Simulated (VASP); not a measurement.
# MgI2 (I4/mmm) in VASP: a series of runs

The runs below take MgI2 through single point, with PBE, r2SCAN.

Everything below comes from runs of VASP 6.6.1. Logs are shortened: lines on timing, memory, paths and dates and some standing lists are left out, and cuts for length are marked.

### Step 1. The cell of the first run

The structure is tetragonal, space group I4/mmm (No. 139). Conventional cell: a = 5.046 Å, b = 5.046 Å, c = 7.519 Å, α = 90.00°, β = 90.00°, γ = 90.00°. Mg (site symmetry 4/mmm) has 8 I at 3.15 Å within 4.1 Å. I (site symmetry -4m2) has 4 Mg at 3.15 Å and 6 I at 3.57 to 3.76 Å within 4.1 Å.

### Step 2. Single point, PBE (epitaxial xy strain -5.0%)

The input, INCAR:

```
ALGO = Normal ; EDIFF = 1E-7
ENCUT = 520 ; GGA = PE
ISIF = 2 ; ISMEAR = -1
LASPH = T ; LCHARG = F
LREAL = F ; LWAVE = F
NBANDS = 15 ; NELM = 60
PREC = Accurate ; SIGMA = 0.02
```

The input, KPOINTS:

```
k-points
0
Gamma
  6 6 6
```

The input, POSCAR:

```
MgI2
1.0
    0.0000000000      3.5679345566      3.7597102482
    3.5679345566      0.0000000000      3.7597102482
    3.5679345566      3.5679345566      0.0000000000
Mg I
1 2
Direct
    0.0000000000      0.0000000000      0.0000000000
    0.2500000000      0.2500000000      0.2500000000
    0.7500000000      0.7500000000      0.7500000000
```

Potentials or basis: VASP PAW PBE potentials, release 64 (Mg, I).

The run is started by

```
$ cat potpaw_PBE.64/Mg/POTCAR potpaw_PBE.64/I/POTCAR > POTCAR
$ mpirun -np 1 vasp_std > vasp.out
```

OUTCAR:

```text
EDIFF = 1E-7
   ENCUT = 520
   GGA = PE
   ISIF = 2
   ISMEAR = -1
   LASPH = T
   LREAL = F
   NELM = 60
   PREC = Accurate

 ion  position               nearest neighbor table
   1  0.000  0.000  0.000-   3 3.15   3 3.15   3 3.15   2 3.15   3 3.15   2 3.15   2 3.15   2 3.15

   2  0.250  0.250  0.250-   1 3.15   1 3.15   1 3.15   1 3.15   3 3.57   3 3.57   3 3.57   3 3.57

   3  0.750  0.750  0.750-   1 3.15   1 3.15   1 3.15   1 3.15   2 3.57   2 3.57   2 3.57   2 3.57

  LATTYP: Found a body centered tetragonal cell.
 ALAT       =     5.0458214396
 C/A-ratio  =     1.4902272279

  Lattice vectors:

 A1 = (  -3.5679345566,   0.0000000000,   3.7597102482)
 A2 = (   3.5679345566,   0.0000000000,   3.7597102482)
 A3 = (   0.0000000000,   3.5679345566,  -3.7597102482)

Analysis of symmetry for initial positions (statically):
=====================================================================
 Subroutine PRICEL returns:
 Original cell was already a primitive cell.

 Routine SETGRP: Setting up the symmetry group for a
 body centered tetragonal supercell.

 Subroutine GETGRP returns: Found 16 space group operations
 (whereof 16 operations were pure point group operations)
 out of a pool of 16 trial point group operations.

The static configuration has the point symmetry D_4h.

Analysis of symmetry for dynamics (positions and initial velocities):
=====================================================================
 Subroutine PRICEL returns:
 Original cell was already a primitive cell.

 Routine SETGRP: Setting up the symmetry group for a
 body centered tetragonal supercell.

 Subroutine GETGRP returns: Found 16 space group operations
 (whereof 16 operations were pure point group operations)
 out of a pool of 16 trial point group operations.

The dynamic configuration has the point symmetry D_4h.

 Subroutine INISYM returns: Found 16 space group operations
 (whereof 16 operations are pure point group operations),
 and found     1 'primitive' translations

----------------------------------------------------------------------------------------

                                     Primitive cell

  volume of cell :      95.7234

  direct lattice vectors                    reciprocal lattice vectors
     0.000000000  3.567934557  3.759710248    -0.140137100  0.140137100  0.132988972
     3.567934557  0.000000000  3.759710248     0.140137100 -0.140137100  0.132988972
     3.567934557  3.567934557  0.000000000     0.140137100  0.140137100 -0.132988972

  length of vectors
     5.183201535  5.183201535  5.045821440     0.238668976  0.238668976  0.238668976

  position of ions in fractional coordinates (direct lattice)
     0.000000000  0.000000000  0.000000000
     0.250000000  0.250000000  0.250000000
     0.750000000  0.750000000  0.750000000

  ion indices of the primitive-cell ions
   primitive index   ion index
                 1           1
                 2           2
                 3           3

----------------------------------------------------------------------------------------

 KPOINTS: k-points

Automatic generation of k-mesh.
 Grid dimensions read from file:
 generate k-points for:    6    6    6

 Generating k-lattice:

  Cartesian coordinates                     Fractional coordinates (reciprocal lattice)
    -0.023356183  0.023356183  0.022164829     0.166666667 -0.000000000  0.000000000
     0.023356183 -0.023356183  0.022164829    -0.000000000  0.166666667  0.000000000
     0.023356183  0.023356183 -0.022164829     0.000000000  0.000000000  0.166666667

  Length of vectors
     0.039778163  0.039778163  0.039778163

  Shift w.r.t. Gamma in fractional coordinates (k-lattice)
     0.000000000  0.000000000  0.000000000

 Subroutine IBZKPT returns following result:
 ===========================================

 Found     30 irreducible k-points:

 Following reciprocal coordinates:
            Coordinates               Weight
  0.000000  0.000000  0.000000      1.000000
  0.166667  0.000000  0.000000      8.000000
  0.333333  0.000000  0.000000      8.000000
  0.500000  0.000000  0.000000      4.000000
  0.166667  0.166667  0.000000      2.000000
  0.333333  0.166667  0.000000      8.000000
[... 16 lines left out ...]
  0.333333  0.000000  0.333333      4.000000
  0.500000 -0.000000  0.333333     16.000000
 [... further k-points ...]
   k-points           NKPTS =     30   k-points in BZ     NKDIM =     30   number of bands    NBANDS=     15
   number of dos      NEDOS =    301   number of ions     NIONS =      3
   total plane-waves  NPLWV =  64000
   dimension x,y,z NGX =    40 NGY =   40 NGZ =   40
   dimension x,y,z NGXF=    80 NGYF=   80 NGZF=   80
   ions per type =               1   2
   NGX,Y,Z   is equivalent  to a cutoff of  12.83, 12.83, 13.18 a.u.
   NGXF,Y,Z  is equivalent  to a cutoff of  25.66, 25.66, 26.36 a.u.
 SYSTEM =  unknown system
   PREC   = accura    normal or accurate (medium, high low for compatibility)
   ISTART =      0    job   : 0-new  1-cont  2-samecut
   ICHARG =      2    charge: 1-file 2-atom 10-const
   ISPIN  =      1    spin polarized calculation?
   LNONCOLLINEAR =      F non collinear calculations
   LSORBIT =      F    spin-orbit coupling
   LASPH  =      T    aspherical Exc in radial PAW
   ENCUT  =  520.0 eV  38.22 Ry    6.18 a.u.   9.64  9.64  9.38*2*pi/ulx,y,z
   NELM   =     60;   NELMIN=  2; NELMDL= -5     # of ELM steps
   EDIFF  = 0.1E-06   stopping-criterion for ELM
   LREAL  =      F    real-space projection
   EDIFFG = 0.1E-05   stopping-criterion for IOM
   NSW    =      0    number of steps for IOM
   IBRION =     -1    ionic relax: 0-MD 1-quasi-New 2-CG
   NFREE  =      0    steps in history (QN), initial steepest desc. (CG)
   ISIF   =      2    stress and relaxation
   ISYM   =      2    0-nonsym 1-usesym 2-fastsym
   POTIM  = 0.5000    time-step for ionic-motion
   TEBEG  =    0.0;   TEEND  =   0.0 temperature during run
   PSTRESS=    0.0 pullay stress
   NELECT =      16.0000    total number of electrons
   NUPDOWN=      -1.0000    fix difference up-down
   EMIN   =  10.00;   EMAX   =-10.00  energy-range for DOS
   EFERMI =   0.00;   METHOD = LEGACY
   ISMEAR =    -1;   SIGMA  =   0.02  broadening in eV -4-tet -1-fermi 0-gaus
   EFERMI_NEDOS =   21; number of points for ismear=-14 and -15
   IALGO  =     38    algorithm
   IMIX   =      4    mixing-type and parameters
     AMIX     =   0.40;   BMIX     =  1.00
     AMIX_MAG =   1.60;   BMIX_MAG =  1.00
  volume/ion in A,a.u.               =      31.91       215.32
  Fermi-wavevector in a.u.,A,eV,Ry     =   0.901797  1.704149 11.064772  0.813238
  Thomas-Fermi vector in A             =   2.024922
   LORBIT       =      0    0 simple, 1 ext, 2 COOP (PROOUT), +10 PAW based schemes
   GGA     = PE    functional components
   LHFCALC =     F    Hartree Fock is set to
   AEXX    =    0.0000 exact exchange contribution
   IVDW    =     0    specifies the selected vdW correction
   LEPSILON=     F    determine dielectric tensor
   LRPA    =     F    only Hartree local field effects (RPA)
 non-spin polarized calculation
  energy-cutoff  :      520.00
  volume of cell :       95.72
 maximum number of plane-waves:      2603
 NGX is ok and might be reduce to    40
   NGX = 19   NGY = 19   NGZ = 19

 number of electron      16.0000002 magnetization

 Free energy of the ion-electron system (eV)
  ---------------------------------------------------
  ext. energy  EPLUGINS =         0.00000000
  ---------------------------------------------------
  free energy    TOTEN  =        -6.22124375 eV

  energy without entropy =       -6.22124370  energy(sigma->0) =       -6.22124373

 E-fermi :   4.8397     XC(G=0):  -8.5252

 val. band max:        4.5960864302   @ k =   0.5000   0.0000   0.5000
 cond. band min:       5.0835827388   @ k =   0.5000   0.0000   0.5000
 fundamental gap:      0.4874963086
 Fermi energy:         4.8397413085

 k-point     1 :       0.0000    0.0000    0.0000
  band No.  band energies     occupation
      1      -9.1852      2.00000
      2      -7.1468      2.00000
      3       0.8082      2.00000
      4       0.8082      2.00000
      5       1.1555      2.00000
      6       2.5997      2.00000
      7       3.3189      2.00000
      8       3.3189      2.00000
      9       5.1526      0.00000
     10       7.1579      0.00000
     11       7.2016      0.00000
     12       7.2016      0.00000
     13       9.0440      0.00000
     14       9.4235      0.00000
     15      10.8459      0.00000

 k-point     2 :       0.1667    0.0000    0.0000
  band No.  band energies     occupation
      1      -9.0616      2.00000
      2      -7.2979      2.00000
      3       0.8068      2.00000
      4       0.8857      2.00000
      5       1.1298      2.00000
      6       2.1873      2.00000
      7       2.7739      2.00000
      8       2.9799      2.00000
      9       6.0194      0.00000
     10       7.5036      0.00000
     11       7.5118      0.00000
     12       7.5359      0.00000
     13       9.6935      0.00000
     14      10.1081      0.00000
     15      11.6372      0.00000

 k-point     3 :       0.3333    0.0000    0.0000
  band No.  band energies     occupation
      1      -8.7153      2.00000
      2      -7.6985      2.00000
      3       0.6907      2.00000
      4       1.1369      2.00000
      5       1.1904      2.00000
      6       1.6135      2.00000
      7       2.1144      2.00000
      8       2.2861      2.00000
      9       6.8532      0.00000
     10       8.4002      0.00000
     11       8.5229      0.00000
     12       9.1317      0.00000
     13      11.0872      0.00000
     14      11.3698      0.00000
     15      11.9262      0.00000
[... 343 lines left out ...]
 k-point    23 :       0.3333    0.0000    0.3333
  band No.  band energies     occupation
      1      -8.6125      2.00000
      2      -7.7010      2.00000
      3      -0.3771      2.00000
      4       0.0373      2.00000
      5       0.3503      2.00000
      6       3.1969      2.00000
      7       3.3518      2.00000
      8       3.8952      2.00000
      9       5.3070      0.00000
     10       7.8096      0.00000
     11       9.8589      0.00000
     12      10.0202      0.00000
     13      10.2799      0.00000
     14      11.8530      0.00000
     15      12.4128      0.00000

 k-point    24 :       0.5000   -0.0000    0.3333
  band No.  band energies     occupation
      1      -8.3690      2.00000
      2      -7.9155      2.00000
      3      -0.8942      2.00000
      4       0.0247      2.00000
      5       0.2688      2.00000
      6       3.0379      2.00000
      7       3.6334      2.00000
      8       4.1244      2.00000
      9       5.5480      0.00000
     10       8.8115      0.00000
     11       9.8121      0.00000
     12      10.4171      0.00000
     13      11.3200      0.00000
     14      11.3952      0.00000
     15      12.3854      0.00000

 [... further k-points ...]
[... 5 lines left out ...]
  --------------------------------------------------------------------------------------
  -------------------------------------------------------------------------------------
  Total        3.6009629      3.6009629      0.1763281      0.0000000     -0.0000000      0.0000000
  in kB       60.2713750     60.2713750      2.9513046      0.0000000     -0.0000000      0.0000000
  external PRESSURE =      41.1646849 kB  Pullay stress =       0.0000000 kB

 VOLUME and BASIS-vectors are now :
 -----------------------------------------------------------------------------
  energy-cutoff  :      520.00
  volume of cell :       95.72
      direct lattice vectors                 reciprocal lattice vectors
     0.000000000  3.567934557  3.759710248    -0.140137100  0.140137100  0.132988972
     3.567934557  0.000000000  3.759710248     0.140137100 -0.140137100  0.132988972
     3.567934557  3.567934557  0.000000000     0.140137100  0.140137100 -0.132988972

 POSITION                                       TOTAL-FORCE (eV/Angst)
 -----------------------------------------------------------------------------------
      0.00000      0.00000      0.00000         0.000000      0.000000      0.000000
      1.78397      1.78397      1.87986        -0.000000     -0.000000      0.000000
      5.35190      5.35190      5.63957         0.000000      0.000000     -0.000000
 -----------------------------------------------------------------------------------
    total drift:                                0.000000     -0.000000      0.000000

  FREE ENERGIE OF THE ION-ELECTRON SYSTEM (eV)
  ---------------------------------------------------
  free  energy   TOTEN  =        -6.2212437514 eV

  energy  without entropy=       -6.2212437009  energy(sigma->0) =       -6.22124373
```

It took 26 s on 1 thread of Intel Xeon 6975P-C (Granite Rapids), shared host; peak memory 0.25 GiB.

Results:

| Quantity | Value |
| --- | --- |
| Free energy | -6.2212 eV |
| Pressure | 4.1 GPa |
| Band gap on the k mesh | 0.49 eV, direct |

Caveat: the cell differs from its parent crystal (epitaxial xy strain -5.0%); spin-orbit coupling is left out, which moves the levels of the heavy elements. A k mesh can miss the band edges.

### Step 3. Single point, r2SCAN (epitaxial xy strain -5.0%)

POSCAR is that of step 2.

The input, INCAR.step1:

```
PREC = Accurate
ENCUT = 520
ISMEAR = 0
SIGMA = 0.01
LREAL = F
LASPH = T
NELM = 100
NBANDS = 15
GGA = PE
ALGO = Normal
EDIFF = 1E-4
LWAVE = T
LCHARG = F
```

The input, INCAR.step2:

```
PREC = Accurate
ENCUT = 520
EDIFF = 1E-6
ISMEAR = 0
SIGMA = 0.01
LREAL = F
LASPH = T
NELM = 100
ALGO = Normal
ISIF = 2
LWAVE = F
LCHARG = F
METAGGA = R2SCAN
LMIXTAU = T
NBANDS = 15
ISTART = 1
```

The input, KPOINTS:

```
regular mesh
0
Gamma
  6 6 6
```

Potentials or basis: VASP PAW PBE potentials, release 64 (Mg, I).

The run is started by

```
$ cat potpaw_PBE.64/Mg/POTCAR potpaw_PBE.64/I/POTCAR > POTCAR
$ cp INCAR.step1 INCAR
$ mpirun -np 1 vasp_std > vasp.out
$ cp INCAR.step2 INCAR
$ mpirun -np 1 vasp_std > vasp.out
```

Run time: 100 s. Hardware: 1 thread of Intel Xeon 6975P-C (Granite Rapids), shared host; peak memory 0.27 GiB.

Results (log left out):

```
Free energy            : -55.2844 eV
Pressure               : 4.0 GPa
Band gap on the k mesh : 0.89 eV, direct
```

Stress tensor (GPa, compression positive):
```
 6.06  0.00  0.00
 0.00  6.06  0.00
 0.00  0.00 -0.13
```

Levels at points of the mesh, in eV from the valence-band top:
```csv
k point,band 5,band 6,band 7,band 8,band 9,band 10,band 11,band 12
"(0.00, 0.00, 0.00)",-3.56,-2.08,-1.32,-1.32,1.28,2.97,3.01,3.01
"(0.50, 0.00, 0.00)",-3.18,-3.15,-3.00,-2.95,3.27,5.29,5.45,6.05
"(0.50, 0.50, 0.00)",-4.67,-0.71,-0.71,-0.51,1.19,4.89,6.96,6.96
"(0.50, 0.00, 0.50)",-4.58,-1.24,-0.52,0.00,0.89,4.58,6.54,6.83
```

Caveat: the cell differs from its parent crystal (epitaxial xy strain -5.0%); the PAW data sets were made with another functional, which shifts forces and pressure a little; spin-orbit coupling is left out, which moves the levels of the heavy elements.
